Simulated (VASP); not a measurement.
Write the native input for VASP 6.6.1 that does the following.

```yaml
Task: electric field gradients
Functional: PBE
Potentials_or_basis: VASP PAW PBE potentials, release 64 (Zr_sv, Sn_d, S)
Cutoff: 520 eV
k_mesh: 2 × 2 × 2
Occupations: fermi-dirac, width 0.01 eV
Spin: no spin polarisation
Dipole_correction: no
Further_INCAR_settings: LREAL = Auto; ALGO = Normal; EDIFF = 1e-08; NBANDS = 237
```

The structure of ZrSn15S32 (a cell with a defect) lies in POSCAR:

```
ZrSn15S32
1.0
   10.4315875000      0.0000000000      0.0000000000
    0.0000000000     10.4315875000      0.0000000000
    0.0000000000      0.0000000000     10.4315875000
Zr Sn S
1 15 32
Direct
    0.6250000000      0.3750000000      0.3750000000
    0.1250000000      0.8750000000      0.3750000000
    0.1250000000      0.3750000000      0.8750000000
    0.6250000000      0.8750000000      0.8750000000
    0.3750000000      0.6250000000      0.3750000000
    0.8750000000      0.1250000000      0.3750000000
    0.8750000000      0.6250000000      0.8750000000
    0.3750000000      0.1250000000      0.8750000000
    0.3750000000      0.3750000000      0.6250000000
    0.8750000000      0.8750000000      0.6250000000
    0.8750000000      0.3750000000      0.1250000000
    0.3750000000      0.8750000000      0.1250000000
    0.6250000000      0.6250000000      0.6250000000
    0.1250000000      0.1250000000      0.6250000000
    0.1250000000      0.6250000000      0.1250000000
    0.6250000000      0.1250000000      0.1250000000
    0.3779877767      0.6220122233      0.6220122233
    0.8779877767      0.1220122233      0.6220122233
    0.8779877767      0.6220122233      0.1220122233
    0.3779877767      0.1220122233      0.1220122233
    0.6220122233      0.3779877767      0.6220122233
    0.1220122233      0.8779877767      0.6220122233
    0.1220122233      0.3779877767      0.1220122233
    0.6220122233      0.8779877767      0.1220122233
    0.6220122233      0.6220122233      0.3779877767
    0.1220122233      0.1220122233      0.3779877767
    0.1220122233      0.6220122233      0.8779877767
    0.6220122233      0.1220122233      0.8779877767
    0.3779877767      0.3779877767      0.3779877767
    0.8779877767      0.8779877767      0.3779877767
    0.8779877767      0.3779877767      0.8779877767
    0.3779877767      0.8779877767      0.8779877767
    0.8720122233      0.6279877767      0.6279877767
    0.3720122233      0.1279877767      0.6279877767
    0.3720122233      0.6279877767      0.1279877767
    0.8720122233      0.1279877767      0.1279877767
    0.6279877767      0.8720122233      0.6279877767
    0.1279877767      0.3720122233      0.6279877767
    0.1279877767      0.8720122233      0.1279877767
    0.6279877767      0.3720122233      0.1279877767
    0.6279877767      0.6279877767      0.8720122233
    0.1279877767      0.1279877767      0.8720122233
    0.1279877767      0.6279877767      0.3720122233
    0.6279877767      0.1279877767      0.3720122233
    0.8720122233      0.8720122233      0.8720122233
    0.3720122233      0.3720122233      0.8720122233
    0.3720122233      0.8720122233      0.3720122233
    0.8720122233      0.3720122233      0.3720122233
```

One way to write it, as run:

INCAR

```
SYSTEM = ZrSn15S32
  PREC = Accurate
  ENCUT = 520
  EDIFF = 1E-8
  ISMEAR = -1
  SIGMA = 0.01
  LREAL = Auto
  LASPH = .TRUE.
  NELM = 100
  ALGO = Normal
  ISIF = 2
  LWAVE = .FALSE.
  LCHARG = .FALSE.
  GGA = PE
  LEFG = .TRUE.
  NBANDS = 237
```

KPOINTS

```
Automatic mesh
0
G
  2 2 2
  0 0 0
```

Potentials or basis: VASP PAW PBE potentials, release 64 (Zr_sv, Sn_d, S).

Command:

```console
$ cat potpaw_PBE.64/Zr_sv/POTCAR potpaw_PBE.64/Sn_d/POTCAR potpaw_PBE.64/S/POTCAR > POTCAR
$ mpirun -np 1 vasp_std > vasp.out
```

It gave:

```yaml
Pressure: 2.1 GPa
Largest_force: 0.292 eV/Å
Band_gap_on_the_k_mesh: 1.04 eV
Largest_electric_field_gradient_by_atom: Zr -22.0; Sn -12.6, +13.6, -12.7 (each value once); S -53.3, -59.8, -85.5, -57.9, -58.6 (each value once) V/Å²
```

Caveat: without QUAD_EFG the Cq values of the log hold for a quadrupole moment of 1 mb, not for the nuclei; spin-orbit coupling is left out, which moves the levels of the heavy elements.

Run time: 39 min on 1 thread of Intel(R) Xeon(R) Platinum 8488C (Sapphire Rapids) (shared host), peak memory 1.4 GiB.
